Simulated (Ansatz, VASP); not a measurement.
SnSe: VASP beside Ansatz

Contents of POSCAR:

```
SnSe
1.0
    4.2853274191      0.0000000000      0.0000000000
    0.0000000000      4.2853274191      0.0000000000
    0.0000000000      0.0000000000     10.9906921300
Sn Se
2 2
Direct
    0.5000000000      0.0000000000      0.3722291100
    0.0000000000      0.5000000000      0.6277708900
    0.4406513709     -0.0593486291      0.6174319750
    0.0000000000      0.5000000000      0.3839605100
```

File INCAR.step1:

```
  ALGO = Normal
  EDIFF = 1E-4
  ENCUT = 520
  GGA = PE
  ISMEAR = 0
  LASPH = T
  LCHARG = F
  LREAL = F
  LWAVE = T
  NBANDS = 28
  NELM = 80
  PREC = Accurate
  SIGMA = 0.05
```

The input INCAR.step2:

```
  ALGO = Normal
  EDIFF = 1E-6
  ENCUT = 520
  ISIF = 2
  ISMEAR = 0
  ISTART = 1
  LASPH = T
  LCHARG = T
  LELF = T
  LMIXTAU = T
  LREAL = F
  LVHAR = T
  LWAVE = F
  METAGGA = R2SCAN
  NBANDS = 28
  NELM = 80
  PREC = Accurate
  SIGMA = 0.05
```

File KPOINTS:

```
k-points
0
Gamma
  6 6 4
```

Input for Ansatz:

```yaml
crystal:
  lattice:
    - [4.2853274191, 0.0, 0.0]
    - [0.0, 4.2853274191, 0.0]
    - [0.0, 0.0, 10.99069213]
  atoms:
    - { symbol: Sn, position: [0.5, 0.0, 0.37222911] }
    - { symbol: Sn, position: [0.0, 0.5, 0.62777089] }
    - { symbol: Se, position: [0.4406513709, -0.0593486291, 0.617431975] }
    - { symbol: Se, position: [0.0, 0.5, 0.38396051] }
basis:
  ecutwfc: 500
kpoints:
  mp_grid: { grid: [6, 6, 4] }
hamiltonian:
  xc: r2scan
scf:
  occupations: { method: gaussian, width: 0.05 }
output:
  forces: true
  stress: true
  eigenvalues: true
  write_density: true
  write_potential: true
  elf: true
  volumetric_format: npy
```

Alike in both runs: task single point; functional r2SCAN; k mesh 6 × 6 × 4; occupations gaussian, width 0.05 eV; no spin polarisation.

```csv
,VASP,Ansatz
version,VASP 6.6.1,Ansatz 0.2.0
potentials or method,"VASP PAW PBE potentials, release 64 (Sn_d, Se), cutoff 520 eV","scalar-relativistic, plane waves, PAW"
valence electrons in the cell,40,60
```

VASP gave:

- gap on the k mesh at the Fermi level (eV): 1.64
- least direct gap on the mesh (eV): 1.64
- rms of the force components (eV/Å): 0.316

Estimate Ansatz's values.

gap on the k mesh at the Fermi level (eV): 1.64; least direct gap on the mesh (eV): 1.64; rms of the force components (eV/Å): 0.312.

VASP's potentials were made for PBE, not for r2SCAN. Atom by atom the forces differ by 0.009 eV/Å (rms over components). VASP's potentials hold 40 valence electrons a cell and Ansatz's 60, so a difference there can come from the potentials and not from the codes. Ansatz's warnings: xc potential rough in thin density.
